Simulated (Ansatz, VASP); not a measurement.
# Li2O: VASP beside Ansatz

```xyz
96
Lattice="9.2521 0.0000 0.0000 0.0000 9.2521 0.0000 0.0000 0.0000 9.2521" Properties=species:S:1:pos:R:3 pbc="T T T"
Li    5.7826    1.1565    1.1565
Li    8.0956    3.4695    1.1565
Li    8.0956    1.1565    3.4695
Li    1.1565    1.1565    1.1565
Li    3.4695    3.4695    1.1565
Li    5.7826    5.7826    1.1565
Li    8.0956    8.0956    1.1565
Li    3.4695    1.1565    3.4695
Li    5.7826    3.4695    3.4695
Li    8.0956    5.7826    3.4695
Li    5.7826    1.1565    5.7826
Li    8.0956    3.4695    5.7826
Li    8.0956    1.1565    8.0956
Li    1.1565    5.7826    1.1565
Li    3.4695    8.0956    1.1565
Li    1.1565    3.4695    3.4695
Li    3.4695    5.7826    3.4695
Li    5.7826    8.0956    3.4695
Li    1.1565    1.1565    5.7826
Li    3.4695    3.4695    5.7826
Li    5.7826    5.7826    5.7826
Li    8.0956    8.0956    5.7826
Li    3.4695    1.1565    8.0956
Li    5.7826    3.4695    8.0956
Li    8.0956    5.7826    8.0956
Li    1.1565    8.0956    3.4695
Li    1.1565    5.7826    5.7826
Li    3.4695    8.0956    5.7826
Li    1.1565    3.4695    8.0956
Li    3.4695    5.7826    8.0956
Li    5.7826    8.0956    8.0956
Li    1.1565    8.0956    8.0956
Li    8.0956    3.4695    3.4695
Li    1.1565    5.7826    3.4695
Li    1.1565    3.4695    5.7826
Li    3.4695    3.4695    3.4695
Li    5.7826    5.7826    3.4695
Li    8.0956    8.0956    3.4695
Li    1.1565    1.1565    3.4695
Li    5.7826    3.4695    5.7826
Li    8.0956    5.7826    5.7826
Li    1.1565    8.0956    5.7826
Li    8.0956    3.4695    8.0956
Li    1.1565    5.7826    8.0956
Li    1.1565    3.4695    1.1565
Li    3.4695    8.0956    3.4695
Li    5.7826    1.1565    3.4695
Li    3.4695    5.7826    5.7826
Li    5.7826    8.0956    5.7826
Li    8.0956    1.1565    5.7826
Li    3.4695    3.4695    8.0956
Li    5.7826    5.7826    8.0956
Li    8.0956    8.0956    8.0956
Li    1.1565    1.1565    8.0956
Li    5.7826    3.4695    1.1565
Li    8.0956    5.7826    1.1565
Li    1.1565    8.0956    1.1565
Li    3.4695    1.1565    5.7826
Li    6.9391    2.3130    2.3130
Li    5.7826    1.1565    8.0956
Li    3.4695    5.7826    1.1565
Li    5.7826    8.0956    1.1565
Li    8.0956    1.1565    1.1565
Li    3.4695    1.1565    1.1565
O     4.6261    0.0000    0.0000
O     6.9391    2.3130    0.0000
O     6.9391    0.0000    2.3130
O     0.0000    0.0000    0.0000
O     2.3130    2.3130    0.0000
O     4.6261    4.6261    0.0000
O     6.9391    6.9391    0.0000
O     2.3130    0.0000    2.3130
O     4.6261    2.3130    2.3130
O     6.9391    4.6261    2.3130
O     4.6261    0.0000    4.6261
O     6.9391    2.3130    4.6261
O     6.9391    0.0000    6.9391
O     0.0000    4.6261    0.0000
O     2.3130    6.9391    0.0000
O     0.0000    2.3130    2.3130
O     2.3130    4.6261    2.3130
O     4.6261    6.9391    2.3130
O     0.0000    0.0000    4.6261
O     2.3130    2.3130    4.6261
O     4.6261    4.6261    4.6261
O     6.9391    6.9391    4.6261
O     2.3130    0.0000    6.9391
O     4.6261    2.3130    6.9391
O     6.9391    4.6261    6.9391
O     0.0000    6.9391    2.3130
O     0.0000    4.6261    4.6261
O     2.3130    6.9391    4.6261
O     0.0000    2.3130    6.9391
O     2.3130    4.6261    6.9391
O     4.6261    6.9391    6.9391
O     0.0000    6.9391    6.9391
```

Alike in both runs: task relaxation of the atoms; functional PBE; k mesh 1 × 1 × 1; occupations gaussian, width 0.02 eV; no spin polarisation.

|  | VASP | Ansatz |
| --- | --- | --- |
| version | VASP 6.6.1 | Ansatz 0.2.0 |
| potentials or method | VASP PAW PBE potentials, release 64 (Li_sv, O) | scalar-relativistic, plane waves, PAW |
| plane-wave cutoff (eV) | 650 | 420 |
| valence electrons in the cell | 384 | 384 |

VASP gave:

| Quantity | Value |
| --- | --- |
| gap on the k mesh at the Fermi level, each at its own relaxed structure (eV) | 4.95 |

Problem. Estimate Ansatz's values.

Solution. gap on the k mesh at the Fermi level, each at its own relaxed structure (eV): 4.97.
